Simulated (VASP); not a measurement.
Input of a VASP 6.6.1 run:

File INCAR:

```
PREC = Accurate ; ENCUT = 520
EDIFF = 1E-6 ; ISMEAR = 0
SIGMA = 0.1 ; LREAL = Auto
LASPH = True ; NELM = 60
ALGO = Normal ; ISIF = 2
LWAVE = False ; LCHARG = True
GGA = PE ; IVDW = 12
LELF = True ; LVHAR = True
NBANDS = 49
```

File KPOINTS:

```
Automatic mesh
0
Gamma
  4 3 1
```

POSCAR

```
Al18W
1.0
    5.7275650000      0.0000000000      0.0000000000
    4.2956740000      7.4403250000      0.0000000000
    0.0000000000      0.0000000000     17.6765370000
Al W
18 1
Direct
    0.1666665958      0.1111111410      0.0565721668
    0.6666666831      0.1111111410      0.0565721668
    0.1666667458      0.4444444295      0.0565721668
    0.6666666585      0.4444444295      0.0565721668
    0.1666666204      0.7777778524      0.0565721668
    0.6666665331      0.7777778524      0.0565721668
   -0.1753709505      0.2232510005      0.1919629393
    0.3210260913      0.2288723947      0.1844501556
   -0.1742609971      0.5528546132      0.1985601592
    0.3350009542      0.5535306589      0.1962143377
   -0.1464097257      0.8794024455      0.1838968232
    0.3334197155      0.8849300266      0.1842674841
   -0.0161020338     -0.0001260698      0.3187898738
    0.5269183749     -0.0094893704      0.2978099726
   -0.0478450968      0.3291322624      0.3365165360
    0.4561997523      0.3189984308      0.3316993029
    0.0065567698      0.6577882015      0.3247026270
    0.4778872451      0.7024920282      0.3454460000
    0.2768983695      1.0350924187      0.4124611059
```

Potentials or basis: VASP PAW PBE potentials, release 64 (Al, W_sv).

Launch:

```bash
$ cat potpaw_PBE.64/Al/POTCAR potpaw_PBE.64/W_sv/POTCAR > POTCAR
$ mpirun -np 1 vasp_std > vasp.out
```

(1) What does it give for the largest force?

(2) What does it give for the dispersion energy per atom?

(3) Predict the band gap on the k mesh.

Results:

(1) 0.260 eV/Å.

(2) -0.240 eV.

(3) zero (band 34 reaches 1.32 eV, above the bottom of band 35 at 0.96 eV).

Caveat: spin-orbit coupling is left out, which moves the levels of the heavy elements.
